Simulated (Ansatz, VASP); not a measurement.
**CuO2: VASP beside Ansatz**

File INCAR:

```
ALGO = Normal ; EDIFF = 1E-7
ENCUT = 520 ; GGA = PS
ISIF = 2 ; ISMEAR = 0
ISPIN = 2 ; LASPH = T
LCHARG = F ; LMAXMIX = 4
LORBIT = 11 ; LREAL = F
LWAVE = F ; MAGMOM = 0 0 0.38 0.38 0 0
NBANDS = 36 ; NELM = 150
PREC = Accurate ; SIGMA = 0.4
```

The input KPOINTS:

```
k-points
0
Gamma
  7 7 4
```

The input POSCAR:

```
CuO2
1.0
    1.4126150000     -5.2107470000      0.0000000000
    1.4126150000      5.2107470000      0.0000000000
    0.0000000000      0.0000000000      4.3434240000
Cu O
2 4
Direct
    0.8327470000      0.1672530000      0.2500000000
    0.1672530000      0.8327470000      0.7500000000
    0.4485140000      0.5514860000      0.2500000000
    0.5514860000      0.4485140000      0.7500000000
    0.2110300000      0.7889700000      0.2500000000
    0.7889700000      0.2110300000      0.7500000000
```

Input for Ansatz:

```yaml
crystal:
  lattice:
    - [1.412615, -5.210747, 0.0]
    - [1.412615, 5.210747, 0.0]
    - [0.0, 0.0, 4.343424]
  atoms:
    - { symbol: Cu, position: [0.832747, 0.167253, 0.25] }
    - { symbol: Cu, position: [0.167253, 0.832747, 0.75] }
    - { symbol: O, position: [0.448514, 0.551486, 0.25], spin: 0.38 }
    - { symbol: O, position: [0.551486, 0.448514, 0.75], spin: 0.38 }
    - { symbol: O, position: [0.21103, 0.78897, 0.25] }
    - { symbol: O, position: [0.78897, 0.21103, 0.75] }
basis:
  ecutwfc: 420
kpoints:
  mp_grid: { grid: [7, 7, 4] }
hamiltonian:
  xc: pbesol
scf:
  occupations: { method: gaussian, width: 0.4 }
output:
  forces: true
  stress: true
  eigenvalues: true
  populations: true
magnetization:
  spin_polarized: true
```

Alike in both runs: task single point; functional PBEsol; k mesh 7 × 7 × 4; occupations gaussian, width 0.4 eV; collinear spin.

|  | VASP | Ansatz |
| --- | --- | --- |
| version | VASP 6.6.1 | Ansatz 0.2.0 |
| potentials or method | VASP PAW PBE potentials, release 64 (Cu, O), cutoff 520 eV | scalar-relativistic, plane waves, PAW |
| valence electrons in the cell | 46 | 62 |

Ansatz gave:

```
gap on the k mesh at the Fermi level (eV)                     : none
pressure (GPa)                                                : -8.2
traceless stress, the component that is largest in VASP (GPa) : -2.01
rms of the force components (eV/Å)                            : 0.225
net moment per atom (μB)                                      : 0.07
size of the moment on the site where the two differ most (μB) : 0.17
```

Problem. What did VASP give for the same quantities?

Solution. gap on the k mesh at the Fermi level (eV): none; pressure (GPa): -7.4; traceless stress, the component that is largest in VASP (GPa): -0.94; rms of the force components (eV/Å): 0.171; net moment per atom (μB): 0.00; size of the moment on the site where the two differ most (μB): 0.00.

VASP's potentials were made for PBE, not for PBEsol. Site moments also hang on the region over which each program counts them. Atom by atom the forces differ by 0.062 eV/Å (rms over components). A gap of «none» marks a metal or a gap that the smearing closes. VASP's potentials hold 46 valence electrons a cell and Ansatz's 62, so a difference there can come from the potentials and not from the codes.

The k mesh is coarse, so the values compare programs but aren't converged.
